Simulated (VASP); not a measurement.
Set up this calculation in VASP 6.6.1, as the native input.

```
Task                   : single point
Functional             : PBEsol
Potentials or basis    : VASP PAW PBE potentials, release 64 (Na_pv, H)
Cutoff                 : 520 eV
k mesh                 : 11 × 11 × 11
Occupations            : fermi-dirac, width 0.02 eV
Spin                   : no spin polarisation
Dipole correction      : no
Further INCAR settings : ALGO = Normal; EDIFF = 1e-06; NBANDS = 11
```

The structure of NaH lies in POSCAR:

```
NaH
1.0
    0.0000000000      2.3704049298      2.3704049298
    2.3704049298      0.0000000000      2.3704049298
    2.3704049298      2.3704049298      0.0000000000
Na H
1 1
Direct
    0.0000000000      0.0000000000      0.0000000000
    0.5000000000      0.5000000000      0.5000000000
```

This cell differs from its parent crystal: volume scaled by 0.98.

One way to write it, as run:

INCAR

```
SYSTEM = NaH
  PREC = Accurate
  ENCUT = 520
  EDIFF = 1E-6
  ISMEAR = -1
  SIGMA = 0.02
  LREAL = .FALSE.
  LASPH = .TRUE.
  NELM = 60
  ALGO = Normal
  ISIF = 2
  LWAVE = .FALSE.
  LCHARG = .FALSE.
  GGA = PS
  NBANDS = 11
```

KPOINTS

```
Automatic mesh
0
G
  11 11 11
  0 0 0
```

Potentials or basis: VASP PAW PBE potentials, release 64 (Na_pv, H).

The run is started by

```sh
$ cat potpaw_PBE.64/Na_pv/POTCAR potpaw_PBE.64/H/POTCAR > POTCAR
$ mpirun -np 1 vasp_std > vasp.out
```

It gave:

```json
{"Pressure": "0.8 GPa", "Band gap on the k mesh": "3.87 eV, indirect (least direct gap 4.68 eV)"}
```

Caveat: the PAW data sets were made with another functional, which shifts forces and pressure a little.

It took 14 s on 1 thread of AMD EPYC 7R13 Processor (Zen 3), on a shared host, peak memory 0.12 GiB.
